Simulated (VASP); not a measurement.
# GaN (P6_3mc) in VASP: notebook

The runs below take GaN through single point, with r2SCAN, BLYP, BLYP+D3(BJ).

Everything below comes from runs of VASP 6.6.1. Logs are shortened: lines on timing, memory, paths and dates and some standing lists are left out, and cuts for length are marked.

**The experiment to reproduce.**

From “Studying electronic properties in GaN without electrical contacts using γ-γ vs e−-γ Perturbed Angular Correlations”, 2019, pmc:6823545, for a bulk crystal of GaN: band gap 3.503 ± 0.005 eV (direct).

The results are compared with them further down.

### 1 The cell of the first run

It takes space group P6_3mc (No. 186, hexagonal). Conventional cell: a = 3.183 Å, b = 3.183 Å, c = 5.184 Å, α = 90.00°, β = 90.00°, γ = 120.00°. Ga (site symmetry 3m) has 4 N at 1.95 Å within 2.6 Å. Within 2.6 Å of N (site symmetry 3m) lie 4 Ga at 1.95 Å.

### 2 Single point, r2SCAN

Contents of POSCAR:

```
GaN
1.0
    3.1828303142      0.0000000001      0.0000000000
   -1.5914151572      2.7564119080      0.0000000000
    0.0000000000      0.0000000000      5.1844465580
Ga N
2 2
Direct
    0.3333333333      0.6666666667     -0.0008277438
    0.6666666667      0.3333333333      0.4991722562
    0.3333333333      0.6666666667      0.3758277438
    0.6666666667      0.3333333333      0.8758277438
```

Contents of INCAR.step1:

```
  PREC = Accurate
  ENCUT = 910
  ISMEAR = 0
  SIGMA = 0.05
  LREAL = False
  LASPH = True
  NELM = 120
  NBANDS = 26
  GGA = PE
  ALGO = Normal
  EDIFF = 1E-5
  LWAVE = True
  LCHARG = False
  GGA_COMPAT = False
```

Contents of INCAR.step2:

```
  PREC = Accurate
  ENCUT = 910
  EDIFF = 1E-6
  ISMEAR = 0
  SIGMA = 0.05
  LREAL = False
  LASPH = True
  NELM = 120
  ALGO = Normal
  ISIF = 2
  LWAVE = False
  LCHARG = True
  METAGGA = R2SCAN
  LMIXTAU = True
  LELF = True
  LVHAR = True
  NBANDS = 26
  ISTART = 1
  GGA_COMPAT = False
```

Contents of KPOINTS:

```
regular mesh
0
Gamma
  8 8 6
```

Potentials or basis: VASP PAW PBE potentials, release 64 (Ga_d, N_h).

On the command line:

```console
$ cat potpaw_PBE.64/Ga_d/POTCAR potpaw_PBE.64/N_h/POTCAR > POTCAR
$ cp INCAR.step1 INCAR
$ mpirun -np 1 vasp_std > vasp.out
$ cp INCAR.step2 INCAR
$ mpirun -np 1 vasp_std > vasp.out
```

OUTCAR:

```text
PREC = Accurate
   ENCUT = 910
   EDIFF = 1E-6
   ISMEAR = 0
   LREAL = False
   LASPH = True
   NELM = 120
   ISIF = 2
   METAGGA = R2SCAN
   ISTART = 1

 ion  position               nearest neighbor table
   1  0.333  0.667  0.999-   4 1.95   4 1.95   4 1.95   3 1.95
   2  0.667  0.333  0.499-   3 1.95   3 1.95   3 1.95   4 1.95
   3  0.333  0.667  0.376-   2 1.95   2 1.95   2 1.95   1 1.95
   4  0.667  0.333  0.876-   1 1.95   1 1.95   1 1.95   2 1.95

  LATTYP: Found a hexagonal cell.
 ALAT       =     3.1828303142
 C/A-ratio  =     1.6288793452

  Lattice vectors:

 A1 = (   3.1828303142,   0.0000000001,   0.0000000000)
 A2 = (  -1.5914151572,   2.7564119080,   0.0000000000)
 A3 = (   0.0000000000,   0.0000000000,   5.1844465580)

Analysis of symmetry for initial positions (statically):
=====================================================================
 Subroutine PRICEL returns:
 Original cell was already a primitive cell.

 Routine SETGRP: Setting up the symmetry group for a
 hexagonal supercell.

 Subroutine GETGRP returns: Found 12 space group operations
 (whereof  6 operations were pure point group operations)
 out of a pool of 24 trial point group operations.

The static configuration has the point symmetry C_3v.
 The point group associated with its full space group is C_6v.

Analysis of symmetry for dynamics (positions and initial velocities):
=====================================================================
 Subroutine PRICEL returns:
 Original cell was already a primitive cell.

 Routine SETGRP: Setting up the symmetry group for a
 hexagonal supercell.

 Subroutine GETGRP returns: Found 12 space group operations
 (whereof  6 operations were pure point group operations)
 out of a pool of 24 trial point group operations.

The dynamic configuration has the point symmetry C_3v.
 The point group associated with its full space group is C_6v.

 Subroutine INISYM returns: Found 12 space group operations
 (whereof  6 operations are pure point group operations),
 and found     1 'primitive' translations

----------------------------------------------------------------------------------------

                                     Primitive cell

  volume of cell :      45.4841

  direct lattice vectors                    reciprocal lattice vectors
     3.182830314  0.000000000  0.000000000     0.314185772  0.181395240  0.000000000
    -1.591415157  2.756411908  0.000000000    -0.000000000  0.362790480  0.000000000
     0.000000000  0.000000000  5.184446558     0.000000000  0.000000000  0.192884619

  length of vectors
     3.182830314  3.182830314  5.184446558     0.362790480  0.362790480  0.192884619

  position of ions in fractional coordinates (direct lattice)
     0.333333333  0.666666667  0.999172256
     0.666666667  0.333333333  0.499172256
     0.333333333  0.666666667  0.375827744
     0.666666667  0.333333333  0.875827744

  ion indices of the primitive-cell ions
   primitive index   ion index
                 1           1
                 2           2
                 3           3
                 4           4

----------------------------------------------------------------------------------------

 KPOINTS: regular mesh

Automatic generation of k-mesh.
 Grid dimensions read from file:
 generate k-points for:    8    8    6

 Generating k-lattice:

  Cartesian coordinates                     Fractional coordinates (reciprocal lattice)
     0.039273222  0.022674405  0.000000000     0.125000000  0.000000000  0.000000000
    -0.000000000  0.045348810  0.000000000     0.000000000  0.125000000  0.000000000
     0.000000000  0.000000000  0.032147437     0.000000000  0.000000000  0.166666667

  Length of vectors
     0.045348810  0.045348810  0.032147437

  Shift w.r.t. Gamma in fractional coordinates (k-lattice)
     0.000000000  0.000000000  0.000000000

 Subroutine IBZKPT returns following result:
 ===========================================

 Found     40 irreducible k-points:

 Following reciprocal coordinates:
            Coordinates               Weight
  0.000000  0.000000  0.000000      1.000000
  0.125000  0.000000  0.000000      6.000000
  0.250000  0.000000  0.000000      6.000000
  0.375000  0.000000  0.000000      6.000000
  0.500000  0.000000  0.000000      3.000000
  0.125000  0.125000  0.000000      6.000000
[... 16 lines left out ...]
  0.250000  0.000000  0.333333     12.000000
  0.375000  0.000000  0.333333     12.000000
 [... further k-points ...]
   k-points           NKPTS =     40   k-points in BZ     NKDIM =     40   number of bands    NBANDS=     26
   number of dos      NEDOS =    301   number of ions     NIONS =      4
   total plane-waves  NPLWV =  55296
   dimension x,y,z NGX =    32 NGY =   32 NGZ =   54
   dimension x,y,z NGXF=    64 NGYF=   64 NGZF=  108
   ions per type =               2   2
   NGX,Y,Z   is equivalent  to a cutoff of  16.71, 16.71, 17.32 a.u.
   NGXF,Y,Z  is equivalent  to a cutoff of  33.43, 33.43, 34.63 a.u.
 SYSTEM =  unknown system
   PREC   = accura    normal or accurate (medium, high low for compatibility)
   ISTART =      1    job   : 0-new  1-cont  2-samecut
   ICHARG =      0    charge: 1-file 2-atom 10-const
   ISPIN  =      1    spin polarized calculation?
   LNONCOLLINEAR =      F non collinear calculations
   LSORBIT =      F    spin-orbit coupling
   LASPH  =      T    aspherical Exc in radial PAW
   ENCUT  =  910.0 eV  66.88 Ry    8.18 a.u.   7.83  7.83 12.75*2*pi/ulx,y,z
   NELM   =    120;   NELMIN=  2; NELMDL=  0     # of ELM steps
   EDIFF  = 0.1E-05   stopping-criterion for ELM
   LREAL  =      F    real-space projection
   EDIFFG = 0.1E-04   stopping-criterion for IOM
   NSW    =      0    number of steps for IOM
   IBRION =     -1    ionic relax: 0-MD 1-quasi-New 2-CG
   NFREE  =      0    steps in history (QN), initial steepest desc. (CG)
   ISIF   =      2    stress and relaxation
   ISYM   =      2    0-nonsym 1-usesym 2-fastsym
   POTIM  = 0.5000    time-step for ionic-motion
   TEBEG  =    0.0;   TEEND  =   0.0 temperature during run
   PSTRESS=    0.0 pullay stress
   NELECT =      36.0000    total number of electrons
   NUPDOWN=      -1.0000    fix difference up-down
   EMIN   =  10.00;   EMAX   =-10.00  energy-range for DOS
   EFERMI =   0.00;   METHOD = LEGACY
   ISMEAR =     0;   SIGMA  =   0.05  broadening in eV -4-tet -1-fermi 0-gaus
   EFERMI_NEDOS =   21; number of points for ismear=-14 and -15
   IALGO  =     38    algorithm
   IMIX   =      4    mixing-type and parameters
     AMIX     =   0.40;   BMIX     =  1.00
     AMIX_MAG =   1.60;   BMIX_MAG =  1.00
  volume/ion in A,a.u.               =      11.37        76.74
  Fermi-wavevector in a.u.,A,eV,Ry     =   1.514336  2.861681 31.201076  2.293214
  Thomas-Fermi vector in A             =   2.624007
   LORBIT       =      0    0 simple, 1 ext, 2 COOP (PROOUT), +10 PAW based schemes
   METAGGA = R2SCAN    functional components
   LHFCALC =     F    Hartree Fock is set to
   AEXX    =    0.0000 exact exchange contribution
   IVDW    =     0    specifies the selected vdW correction
   LEPSILON=     F    determine dielectric tensor
   LRPA    =     F    only Hartree local field effects (RPA)
 non-spin polarized calculation
 Gauss-broadening in eV      SIGMA  =   0.05
  energy-cutoff  :      910.00
  volume of cell :       45.48
 maximum number of plane-waves:      2864
 NGX is ok and might be reduce to    32
   NGX = 15   NGY = 15   NGZ = 25

 number of electron      36.0000001 magnetization

 Free energy of the ion-electron system (eV)
  ---------------------------------------------------
  ext. energy  EPLUGINS =         0.00000000
  ---------------------------------------------------
  free energy    TOTEN  =       -43.81928219 eV

  energy without entropy =      -43.81928219  energy(sigma->0) =      -43.81928219

 E-fermi :   5.6442     XC(G=0): -12.6564

 val. band max:        5.4005451198   @ k =   0.0000   0.0000   0.0000
 cond. band min:       7.7403397957   @ k =   0.0000   0.0000   0.0000
 fundamental gap:      2.3397946759
 Fermi energy:         5.6442321240

 k-point     1 :       0.0000    0.0000    0.0000
  band No.  band energies     occupation
      1     -11.4158      2.00000
      2     -10.4092      2.00000
      3      -8.4298      2.00000
      4      -8.4137      2.00000
      5      -8.4137      2.00000
      6      -8.3452      2.00000
[... 18 lines left out ...]
     25      17.8911      0.00000
     26      17.8911      0.00000

 k-point     2 :       0.1250    0.0000    0.0000
  band No.  band energies     occupation
      1     -11.2638      2.00000
      2     -10.3658      2.00000
      3      -8.4123      2.00000
      4      -8.3912      2.00000
      5      -8.3632      2.00000
      6      -8.3240      2.00000
[... 18 lines left out ...]
     25      17.4358      0.00000
     26      18.2339      0.00000

 k-point     3 :       0.2500    0.0000    0.0000
  band No.  band energies     occupation
      1     -10.8972      2.00000
      2     -10.2789      2.00000
      3      -8.3703      2.00000
      4      -8.3497      2.00000
      5      -8.2771      2.00000
      6      -8.2385      2.00000
[... 18 lines left out ...]
     25      17.5884      0.00000
     26      18.9764      0.00000

 k-point     4 :       0.3750    0.0000    0.0000
  band No.  band energies     occupation
      1     -10.5534      2.00000
      2     -10.2202      2.00000
      3      -8.3514      2.00000
      4      -8.3304      2.00000
      5      -8.2299      2.00000
      6      -8.1685      2.00000
[... 18 lines left out ...]
     25      18.0941      0.00000
     26      19.5197      0.00000

 k-point     5 :       0.5000    0.0000    0.0000
  band No.  band energies     occupation
      1     -10.4239      2.00000
      2     -10.2068      2.00000
      3      -8.3523      2.00000
      4      -8.3282      2.00000
      5      -8.2178      2.00000
      6      -8.1704      2.00000
[... 18 lines left out ...]
     25      18.6501      0.00000
     26      19.6322      0.00000

 k-point     6 :       0.1250    0.1250    0.0000
  band No.  band energies     occupation
      1     -11.0037      2.00000
      2     -10.3017      2.00000
      3      -8.3744      2.00000
      4      -8.3652      2.00000
      5      -8.2931      2.00000
      6      -8.2863      2.00000
[... 427 lines left out ...]
 k-point    21 :       0.0000    0.0000    0.3333
  band No.  band energies     occupation
      1     -11.1149      2.00000
      2     -10.5921      2.00000
      3      -8.4037      2.00000
      4      -8.4037      2.00000
      5      -8.3693      2.00000
      6      -8.3693      2.00000
[... 18 lines left out ...]
     25      17.0467      0.00000
     26      17.0467      0.00000

 k-point    22 :       0.1250    0.0000    0.3333
  band No.  band energies     occupation
      1     -10.9855      2.00000
      2     -10.5208      2.00000
      3      -8.3889      2.00000
      4      -8.3779      2.00000
      5      -8.3521      2.00000
      6      -8.3391      2.00000
[... 18 lines left out ...]
     25      16.8924      0.00000
     26      17.4529      0.00000

 k-point    23 :       0.2500    0.0000    0.3333
  band No.  band energies     occupation
      1     -10.6864      2.00000
      2     -10.3711      2.00000
      3      -8.3602      2.00000
      4      -8.3235      2.00000
      5      -8.3127      2.00000
      6      -8.2677      2.00000
[... 18 lines left out ...]
     25      17.2984      0.00000
     26      18.3420      0.00000

 k-point    24 :       0.3750    0.0000    0.3333
  band No.  band energies     occupation
      1     -10.4255      2.00000
      2     -10.2580      2.00000
      3      -8.3586      2.00000
      4      -8.2965      2.00000
      5      -8.2869      2.00000
      6      -8.2032      2.00000
[... 18 lines left out ...]
     25      17.4866      0.00000
     26      19.1531      0.00000

 [... further k-points ...]

------------------------ aborting loop because EDIFF is reached ----------------------------------------

  FORCE on cell =-STRESS in cart. coord.  units (eV):
  Direction    XX          YY          ZZ          XY          YZ          ZX
  --------------------------------------------------------------------------------------
  -------------------------------------------------------------------------------------
  Total        0.2867818      0.2867818      0.2563747     -0.0000000      0.0000000      0.0000000
  in kB       10.1018788     10.1018788      9.0307911     -0.0000000      0.0000000      0.0000000
  external PRESSURE =       9.7448496 kB  Pullay stress =       0.0000000 kB

 VOLUME and BASIS-vectors are now :
 -----------------------------------------------------------------------------
  energy-cutoff  :      910.00
  volume of cell :       45.48
      direct lattice vectors                 reciprocal lattice vectors
     3.182830314  0.000000000  0.000000000     0.314185772  0.181395240  0.000000000
    -1.591415157  2.756411908  0.000000000    -0.000000000  0.362790480  0.000000000
     0.000000000  0.000000000  5.184446558     0.000000000  0.000000000  0.192884619

 POSITION                                       TOTAL-FORCE (eV/Angst)
 -----------------------------------------------------------------------------------
     -0.00000      1.83761      5.18016         0.000000      0.000000     -0.005017
      1.59142      0.91880      2.58793        -0.000000     -0.000000     -0.005017
     -0.00000      1.83761      1.94846        -0.000000      0.000000      0.005017
      1.59142      0.91880      4.54068         0.000000     -0.000000      0.005017
 -----------------------------------------------------------------------------------
    total drift:                               -0.000000      0.000000     -0.001149

  FREE ENERGIE OF THE ION-ELECTRON SYSTEM (eV)
  ---------------------------------------------------
  free  energy   TOTEN  =       -43.8192821887 eV

  energy  without entropy=      -43.8192821887  energy(sigma->0) =      -43.81928219
```

Run time: 2.8 min. Hardware: 1 thread of Intel Xeon 6975P-C (Granite Rapids), shared host; peak memory 0.29 GiB.

What came out:

| Property | Result |
| --- | --- |
| Free energy | -43.8193 eV |
| Pressure | 1.0 GPa |
| Largest force | 0.005 eV/Å |
| Band gap on the k mesh | 2.34 eV, direct |

Forces on the atoms (eV/Å):
```
Ga   0.000  0.000 -0.005
Ga   0.000  0.000 -0.005
N    0.000  0.000  0.005
N    0.000  0.000  0.005
```

Caveat: the cutoff is under 1.25 times the usual one of these potentials, so pressure, stress and relaxed cells hold a basis-set (Pulay) error; the PAW data sets were made with another functional, which shifts forces and pressure a little.

### 3 Single point, BLYP

This run uses another cell than the first one, of 11.31 Å³/atom, 0.995 times its volume.

Contents of INCAR:

```
SYSTEM = GaN
AGGAC = 1.0 ; AGGAX = 1.0
ALDAC = 0.0 ; ALDAX = 1.0
ALGO = Normal ; EDIFF = 1E-6
ENCUT = 910 ; GGA = B5
GGA_COMPAT = .False. ; ISIF = 2
ISMEAR = 0 ; LASPH = .True.
LCHARG = .False. ; LREAL = .False.
LWAVE = .False. ; NBANDS = 26
NELM = 120 ; PREC = Accurate
SIGMA = 0.05
```

Contents of KPOINTS:

```
k-points
0
Gamma
  8 8 6
  0 0 0
```

Contents of POSCAR:

```
GaN
1.0
    3.1755734409      0.0000000001      0.0000000000
   -1.5877867205      2.7501272713      0.0000000000
    0.0000000000      0.0000000000      5.1804079574
Ga N
2 2
Direct
    0.3333333333      0.6666666667     -0.0006675952
    0.6666666667      0.3333333333      0.4993324048
    0.3333333333      0.6666666667      0.3756675952
    0.6666666667      0.3333333333      0.8756675952
```

Potentials or basis: VASP PAW PBE potentials, release 64 (Ga_d, N_h).

On the command line:

```console
$ cat potpaw_PBE.64/Ga_d/POTCAR potpaw_PBE.64/N_h/POTCAR > POTCAR
$ mpirun -np 1 vasp_std > vasp.out
```

It took 84 s on 1 thread of Intel Xeon Platinum 8488C (Sapphire Rapids), shared host; peak memory 0.27 GiB.

It converged, with:

* Free energy: -21.9182 eV
* Pressure: 14.5 GPa
* Largest force: 0.008 eV/Å
* Band gap on the k mesh: 2.06 eV, direct

Forces in eV/Å, atoms in the order of the input:
```
Ga   0.000  0.000  0.008
Ga   0.000  0.000  0.008
N    0.000  0.000 -0.008
N    0.000  0.000 -0.008
```

Stress tensor (GPa, compression positive):
```
14.51  0.00  0.00
 0.00 14.51  0.00
 0.00  0.00 14.43
```

Levels at points of the mesh, in eV from the valence-band top:
```csv
k point,band 14,band 15,band 16,band 17,band 18,band 19,band 20,band 21,band 22,band 23
"(0.00, 0.00, 0.00)",-1.03,-1.03,-0.05,0.00,0.00,2.06,4.37,9.34,9.98,9.98
"(0.50, 0.00, 0.00)",-5.30,-4.19,-2.74,-2.18,-1.00,5.26,5.66,6.20,8.62,10.51
"(0.00, 0.00, 0.50)",-3.82,-0.53,-0.53,-0.53,-0.53,4.36,4.36,8.60,8.60,10.51
"(0.50, 0.00, 0.50)",-6.59,-1.94,-1.94,-1.90,-1.90,4.58,4.58,7.84,7.84,10.15
```

Caveat: the cutoff is under 1.25 times the usual one of these potentials, so pressure, stress and relaxed cells hold a basis-set (Pulay) error; the PAW data sets were made with another functional, which shifts forces and pressure a little. Expect the measured gap to be larger: semilocal functionals such as BLYP lack the derivative discontinuity.

### 4 Single point, BLYP+D3(BJ) (volume scaled by 1.02)

Contents of INCAR:

```
SYSTEM = GaN
PREC     = Accurate       ! precision mode
ENCUT    = 910            ! plane-wave cutoff, eV
EDIFF    = 1E-6           ! SCF threshold, eV
ISMEAR   = 0              ! smearing method
SIGMA    = 0.05           ! smearing width, eV
LREAL    = .False.        ! projectors in reciprocal space
LASPH    = .True.         ! aspherical terms in the spheres
NELM     = 120            ! most SCF steps
ALGO     = Normal         ! electronic algorithm
ISIF     = 2              ! what is computed and relaxed
LWAVE    = .False.        ! write WAVECAR
LCHARG   = .False.        ! write CHGCAR
GGA      = B5             ! functional
ALDAX    = 1.0          
AGGAX    = 1.0          
AGGAC    = 1.0          
ALDAC    = 0.0          
IVDW     = 12             ! dispersion correction
VDW_S6   = 1.0          
VDW_S8   = 2.6996       
VDW_A1   = 0.4298       
VDW_A2   = 4.2359       
NBANDS   = 26             ! bands
GGA_COMPAT= .False.
```

Contents of KPOINTS:

```
regular mesh
0
Gamma
  8 8 6
  0 0 0
```

Contents of POSCAR:

```
GaN
1.0
    3.2223606696      0.0000000001      0.0000000000
   -1.6111803349      2.7906462000      0.0000000000
    0.0000000000      0.0000000000      5.2605621739
Ga N
2 2
Direct
    0.3333333333      0.6666666667     -0.0005890889
    0.6666666667      0.3333333333      0.4994109111
    0.3333333333      0.6666666667      0.3755890889
    0.6666666667      0.3333333333      0.8755890889
```

On the command line:

```console
$ cat potpaw_PBE.64/Ga_d/POTCAR potpaw_PBE.64/N_h/POTCAR > POTCAR
$ mpirun -np 1 vasp_std > vasp.out
```

It took 87 s on 1 thread of Intel Xeon 6975P-C (Granite Rapids), shared host; peak memory 0.27 GiB.

The run converged. Its results:

```yaml
Free_energy: -24.2066 eV
Pressure: -1.7 GPa
Band_gap_on_the_k_mesh: 1.75 eV, direct
Dispersion_energy_per_atom: -0.540 eV
```

Levels at points of the mesh, in eV from the valence-band top:
| k point | band 15 | band 16 | band 17 | band 18 | band 19 | band 20 | band 21 | band 22 |
| --- | --- | --- | --- | --- | --- | --- | --- | --- |
| (0.00, 0.00, 0.00) | -0.97 | -0.05 | 0.00 | 0.00 | 1.75 | 4.08 | 9.07 | 9.72 |
| (0.50, 0.00, 0.00) | -3.99 | -2.58 | -2.05 | -0.95 | 5.12 | 5.36 | 6.09 | 8.24 |
| (0.00, 0.00, 0.50) | -0.50 | -0.50 | -0.50 | -0.50 | 4.06 | 4.06 | 8.36 | 8.36 |
| (0.50, 0.00, 0.50) | -1.83 | -1.83 | -1.82 | -1.82 | 4.41 | 4.41 | 7.55 | 7.55 |

Caveat: the cell differs from its parent crystal (volume scaled by 1.02); the cutoff is under 1.25 times the usual one of these potentials, so pressure, stress and relaxed cells hold a basis-set (Pulay) error; the PAW data sets were made with another functional, which shifts forces and pressure a little.

[end of part 1 of 2]
